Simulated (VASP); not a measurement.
# LiCl (I-42m) in VASP: settings compared, part 2 of 2

VASP 6.6.1. Earlier steps stand in the parts before.

### 4 Single point, LDA

The input, INCAR:

```
SYSTEM = LiCl
PREC     = Accurate       ! precision mode
ENCUT    = 520            ! plane-wave cutoff, eV
EDIFF    = 1E-6           ! SCF threshold, eV
ISMEAR   = 0              ! smearing method
SIGMA    = 0.02           ! smearing width, eV
LREAL    = .FALSE.        ! projectors in reciprocal space
LASPH    = .TRUE.         ! aspherical terms in the spheres
NELM     = 60             ! most SCF steps
ALGO     = Normal         ! electronic algorithm
ISIF     = 2              ! what is computed and relaxed
LWAVE    = .FALSE.        ! write WAVECAR
LCHARG   = .FALSE.        ! write CHGCAR
GGA      = CA             ! functional
NBANDS   = 36             ! bands
```

The input, KPOINTS:

```
Automatic mesh
0
G
  4 4 4
  0 0 0
```

The input, POSCAR:

```
LiCl
1.0
   -3.7489058348      3.7489058348      4.9064479682
    3.7489058348     -3.7489058348      4.9064479682
    3.7489058348      3.7489058348     -4.9064479682
Li Cl
5 5
Direct
    0.1742358371      0.4318291450      0.0000000000
    0.5681708550      0.5681708550      0.7424066922
    0.0000000000      0.0000000000      0.0000000000
    0.8257641629      0.8257641629      0.2575933078
    0.4318291450      0.1742358371      0.0000000000
    0.3318913001      0.3318913001      0.3105797654
    0.9786884653      0.6681086999      0.0000000000
    0.6681086999      0.9786884653      0.0000000000
    0.0213115347      0.0213115347      0.6894202346
    0.5000000000      0.5000000000      0.0000000000
```

Potentials or basis: VASP PAW LDA potentials, release 64 (Li_sv, Cl).

On the command line:

```sh
$ cat potpaw_LDA.64/Li_sv/POTCAR potpaw_LDA.64/Cl/POTCAR > POTCAR
$ mpirun -np 1 vasp_std > vasp.out
```

OUTCAR:

```text
SYSTEM = LiCl
   PREC = Accurate
   ENCUT = 520
   EDIFF = 1E-6
   ISMEAR = 0
   LREAL = .FALSE.
   LASPH = .TRUE.
   NELM = 60
   ISIF = 2
   GGA = CA

 ion  position               nearest neighbor table
   1  0.174  0.432  0.000-   7 2.30  10 2.37   9 2.47   6 2.47
   2  0.568  0.568  0.742-   6 2.30  10 2.37   8 2.47   7 2.47
   3  0.000  0.000  0.000-   6 2.39   9 2.39   8 2.39   7 2.39
   4  0.826  0.826  0.258-   9 2.30  10 2.37   7 2.47   8 2.47
   5  0.432  0.174  0.000-   8 2.30  10 2.37   9 2.47   6 2.47
   6  0.332  0.332  0.311-   2 2.30   3 2.39   1 2.47   5 2.47
   7  0.979  0.668  0.000-   1 2.30   3 2.39   4 2.47   2 2.47
   8  0.668  0.979  0.000-   5 2.30   3 2.39   4 2.47   2 2.47
   9  0.021  0.021  0.689-   4 2.30   3 2.39   1 2.47   5 2.47
  10  0.500  0.500  0.000-   2 2.37   1 2.37   5 2.37   4 2.37

  LATTYP: Found a body centered tetragonal cell.
 ALAT       =     7.4978116696
 C/A-ratio  =     1.3087679938

  Lattice vectors:

 A1 = (  -3.7489058348,   3.7489058348,   4.9064479682)
 A2 = (   3.7489058348,  -3.7489058348,   4.9064479682)
 A3 = (   3.7489058348,   3.7489058348,  -4.9064479682)

Analysis of symmetry for initial positions (statically):
=====================================================================
 Subroutine PRICEL returns:
 Original cell was already a primitive cell.

 Routine SETGRP: Setting up the symmetry group for a
 body centered tetragonal supercell.

 Subroutine GETGRP returns: Found  8 space group operations
 (whereof  8 operations were pure point group operations)
 out of a pool of 16 trial point group operations.

The static configuration has the point symmetry D_2d.

Analysis of symmetry for dynamics (positions and initial velocities):
=====================================================================
 Subroutine PRICEL returns:
 Original cell was already a primitive cell.

 Routine SETGRP: Setting up the symmetry group for a
 body centered tetragonal supercell.

 Subroutine GETGRP returns: Found  8 space group operations
 (whereof  8 operations were pure point group operations)
 out of a pool of 16 trial point group operations.

The dynamic configuration has the point symmetry D_2d.

 Subroutine INISYM returns: Found  8 space group operations
 (whereof  8 operations are pure point group operations),
 and found     1 'primitive' translations

----------------------------------------------------------------------------------------

                                     Primitive cell

  volume of cell :     275.8267

  direct lattice vectors                    reciprocal lattice vectors
    -3.748905835  3.748905835  4.906447968     0.000000000  0.133372248  0.101906716
     3.748905835 -3.748905835  4.906447968     0.133372248  0.000000000  0.101906716
     3.748905835  3.748905835 -4.906447968     0.133372248  0.133372248  0.000000000

  length of vectors
     7.223698608  7.223698608  7.223698608     0.167848549  0.167848549  0.188616842

  position of ions in fractional coordinates (direct lattice)
     0.174235837  0.431829145  0.000000000
     0.568170855  0.568170855  0.742406692
[... 60 lines left out ...]
 -0.250000  0.500000  0.250000      8.000000
 -0.250000 -0.250000  0.250000      2.000000
  0.500000  0.500000  0.500000      1.000000
   k-points           NKPTS =     13   k-points in BZ     NKDIM =     13   number of bands    NBANDS=     36
   number of dos      NEDOS =    301   number of ions     NIONS =     10
   total plane-waves  NPLWV = 157464
   dimension x,y,z NGX =    54 NGY =   54 NGZ =   54
   dimension x,y,z NGXF=   108 NGYF=  108 NGZF=  108
   ions per type =               5   5
   NGX,Y,Z   is equivalent  to a cutoff of  12.43, 12.43, 12.43 a.u.
   NGXF,Y,Z  is equivalent  to a cutoff of  24.86, 24.86, 24.86 a.u.
 SYSTEM =  LiCl
   PREC   = accura    normal or accurate (medium, high low for compatibility)
   ISTART =      0    job   : 0-new  1-cont  2-samecut
   ICHARG =      2    charge: 1-file 2-atom 10-const
   ISPIN  =      1    spin polarized calculation?
   LNONCOLLINEAR =      F non collinear calculations
   LSORBIT =      F    spin-orbit coupling
   LASPH  =      T    aspherical Exc in radial PAW
   ENCUT  =  520.0 eV  38.22 Ry    6.18 a.u.  13.43 13.43 13.43*2*pi/ulx,y,z
   NELM   =     60;   NELMIN=  2; NELMDL= -5     # of ELM steps
   EDIFF  = 0.1E-05   stopping-criterion for ELM
   LREAL  =      F    real-space projection
   EDIFFG = 0.1E-04   stopping-criterion for IOM
   NSW    =      0    number of steps for IOM
   IBRION =     -1    ionic relax: 0-MD 1-quasi-New 2-CG
   NFREE  =      0    steps in history (QN), initial steepest desc. (CG)
   ISIF   =      2    stress and relaxation
   ISYM   =      2    0-nonsym 1-usesym 2-fastsym
   POTIM  = 0.5000    time-step for ionic-motion
   TEBEG  =    0.0;   TEEND  =   0.0 temperature during run
   PSTRESS=    0.0 pullay stress
   NELECT =      50.0000    total number of electrons
   NUPDOWN=      -1.0000    fix difference up-down
   EMIN   =  10.00;   EMAX   =-10.00  energy-range for DOS
   EFERMI =   0.00;   METHOD = LEGACY
   ISMEAR =     0;   SIGMA  =   0.02  broadening in eV -4-tet -1-fermi 0-gaus
   EFERMI_NEDOS =   21; number of points for ismear=-14 and -15
   IALGO  =     38    algorithm
   IMIX   =      4    mixing-type and parameters
     AMIX     =   0.40;   BMIX     =  1.00
     AMIX_MAG =   1.60;   BMIX_MAG =  1.00
  volume/ion in A,a.u.               =      27.58       186.14
  Fermi-wavevector in a.u.,A,eV,Ry     =   0.926516  1.750861 11.679666  0.858431
  Thomas-Fermi vector in A             =   2.052486
   LORBIT       =      0    0 simple, 1 ext, 2 COOP (PROOUT), +10 PAW based schemes
   GGA     = CA    functional components
   LHFCALC =     F    Hartree Fock is set to
   AEXX    =    0.0000 exact exchange contribution
   IVDW    =     0    specifies the selected vdW correction
   LEPSILON=     F    determine dielectric tensor
   LRPA    =     F    only Hartree local field effects (RPA)
 non-spin polarized calculation
 Gauss-broadening in eV      SIGMA  =   0.02
  energy-cutoff  :      520.00
  volume of cell :      275.83
 maximum number of plane-waves:      7456
 NGX is ok and might be reduce to    54
   NGX = 27   NGY = 27   NGZ = 27

 number of electron      50.0000002 magnetization

 Free energy of the ion-electron system (eV)
  ---------------------------------------------------
  ext. energy  EPLUGINS =         0.00000000
  ---------------------------------------------------
  free energy    TOTEN  =       -38.90912976 eV

  energy without entropy =      -38.90912976  energy(sigma->0) =      -38.90912976

 E-fermi :  -2.6663     XC(G=0):  -6.7952

 val. band max:       -2.8861326881   @ k =   0.5000   0.5000   0.0000
 cond. band min:       2.4010145938   @ k =   0.0000   0.0000   0.0000
 fundamental gap:      5.2871472819
 Fermi energy:        -2.6662586980

 k-point     1 :       0.0000    0.0000    0.0000
  band No.  band energies     occupation
      1     -45.0266      2.00000
      2     -45.0260      2.00000
      3     -45.0137      2.00000
      4     -45.0137      2.00000
      5     -44.9771      2.00000
      6     -15.4384      2.00000
[... 496 lines left out ...]
     35       6.8036      0.00000
     36       6.8054      0.00000

------------------------ aborting loop because EDIFF is reached ----------------------------------------

  FORCE on cell =-STRESS in cart. coord.  units (eV):
  Direction    XX          YY          ZZ          XY          YZ          ZX
  --------------------------------------------------------------------------------------
  -------------------------------------------------------------------------------------
  Total       -2.6714619     -2.6714619     -3.0189252      0.0000000      0.0000000      0.0000000
  in kB      -15.5175556    -15.5175556    -17.5358442      0.0000000      0.0000000      0.0000000
  external PRESSURE =     -16.1903184 kB  Pullay stress =       0.0000000 kB

 VOLUME and BASIS-vectors are now :
 -----------------------------------------------------------------------------
  energy-cutoff  :      520.00
  volume of cell :      275.83
      direct lattice vectors                 reciprocal lattice vectors
    -3.748905835  3.748905835  4.906447968     0.000000000  0.133372248  0.101906716
     3.748905835 -3.748905835  4.906447968     0.133372248  0.000000000  0.101906716
     3.748905835  3.748905835 -4.906447968     0.133372248  0.133372248  0.000000000

 POSITION                                       TOTAL-FORCE (eV/Angst)
 -----------------------------------------------------------------------------------
      0.96569     -0.96569      2.97363        -0.026677      0.026677     -0.004872
      2.78321      2.78321      1.93282         0.026677      0.026677      0.004872
      0.00000      0.00000      0.00000        -0.000000     -0.000000     -0.000000
      0.96569      0.96569      6.83927        -0.026677     -0.026677      0.004872
     -0.96569      0.96569      2.97363         0.026677     -0.026677     -0.004872
      1.16433      1.16433      1.73297        -0.117283     -0.117283      0.053663
     -1.16433      1.16433      8.07992         0.117283     -0.117283     -0.053663
      1.16433     -1.16433      8.07992        -0.117283      0.117283     -0.053663
      2.58457      2.58457     -3.17348         0.117283      0.117283      0.053663
      0.00000      0.00000      4.90645        -0.000000     -0.000000     -0.000000
 -----------------------------------------------------------------------------------
    total drift:                               -0.000000     -0.000000      0.000002

  FREE ENERGIE OF THE ION-ELECTRON SYSTEM (eV)
  ---------------------------------------------------
  free  energy   TOTEN  =       -38.9091297601 eV

  energy  without entropy=      -38.9091297601  energy(sigma->0) =      -38.90912976
```

It took 2.2 min on 1 thread of Intel Xeon Platinum 8488C (Sapphire Rapids), shared host; peak memory 0.34 GiB.

What came out:

| Quantity | Value |
| --- | --- |
| Free energy | -38.9091 eV |
| Largest force | 0.174 eV/Å |
| Band gap on the k mesh | 5.29 eV (least direct gap 5.30 eV) |

Forces on the atoms (eV/Å):
```
Li  -0.027  0.027 -0.005
Li   0.027  0.027  0.005
Li   0.000  0.000  0.000
Li  -0.027 -0.027  0.005
Li   0.027 -0.027 -0.005
Cl  -0.117 -0.117  0.054
Cl   0.117 -0.117 -0.054
Cl  -0.117  0.117 -0.054
Cl   0.117  0.117  0.054
Cl   0.000  0.000  0.000
```

Levels at points of the mesh, in eV from the valence-band top:
```csv
k point,band 22,band 23,band 24,band 25,band 26,band 27,band 28,band 29
"(0.00, 0.00, 0.00)",-0.26,-0.06,-0.01,-0.01,5.29,7.39,8.18,8.18
"(0.50, 0.00, 0.00)",-0.42,-0.33,-0.25,-0.16,6.61,6.62,7.63,7.70
"(0.50, 0.50, 0.00)",-0.39,-0.32,-0.18,0.00,6.88,6.96,7.25,7.84
"(0.50, 0.50, 0.50)",-0.38,-0.38,-0.31,-0.12,6.69,6.75,7.05,7.05
```

Caveat: the cutoff is under 1.25 times the usual one of these potentials, so pressure, stress and relaxed cells hold a basis-set (Pulay) error. A k mesh can miss the band edges.

### 5 Summary

```tsv
level	potentials or basis	cell	smearing	gap on the mesh (eV)	largest force (eV/Å)
PBE	VASP PAW PBE potentials, release 64 (Li_sv, Cl)	a = 7.224 Å, angles 94.4, 117.5, 117.5°, 10 atoms	gaussian 0.1 eV	5.61	0.01
PBE	VASP PAW PBE potentials, release 64 (Li_sv, Cl)	a = 7.224 Å, angles 117.5, 117.5, 94.4°, 10 atoms	gaussian 0.02 eV	5.61	0.01
LDA	VASP PAW LDA potentials, release 64 (Li_sv, Cl)	a = 7.224 Å, angles 117.5, 117.5, 94.4°, 10 atoms	gaussian 0.02 eV	5.29	0.17
```

Alike in all rows: task single point; no spin polarisation; k mesh 4 × 4 × 4; cutoff (eV) 520.

Caveats: the cutoff is under 1.25 times the usual one of these potentials, so pressure, stress and relaxed cells hold a basis-set (Pulay) error.

Total energies depend on the potentials used, so only differences within one code and one set of settings carry meaning.
